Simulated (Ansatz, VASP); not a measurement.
**Ta in VASP and in Ansatz**

```
CELL_PARAMETERS angstrom
-1.65128 1.65128 1.61825
1.65128 -1.65128 1.61825
1.65128 1.65128 -1.61825
ATOMIC_POSITIONS crystal
Ta 0.00000 0.00000 0.00000
```

Change from the starting cell: zz strain of -2 %, crystal datasets.

Alike in both runs: task electric field gradients; functional PBEsol; k mesh 17 × 17 × 17; occupations fermi-dirac, width 0.08 eV; no spin polarisation.

```csv
,VASP,Ansatz
version,VASP 6.6.1,Ansatz 0.2.0
potentials or method,"VASP PAW PBE potentials, release 64 (Ta_pv), cutoff 520 eV","all-electron PAW with datasets made for the crystal, scalar-relativistic"
```

|  | VASP | Ansatz | Ansatz less VASP |
| --- | --- | --- | --- |
| pressure (GPa) | 0.5 | 0.2 | -0.31 |
| traceless stress, the component that is largest in VASP (GPa) | 1.52 | 1.52 | +0.003 |
| size of Vzz on the site where it differs most (V/Å²) | 14.2 | 14.7 | +0.57 |

VASP's potentials were made for PBE, not for PBEsol. Ansatz ran all-electron here, and VASP with PAW potentials.

Neither program's run includes spin-orbit coupling.
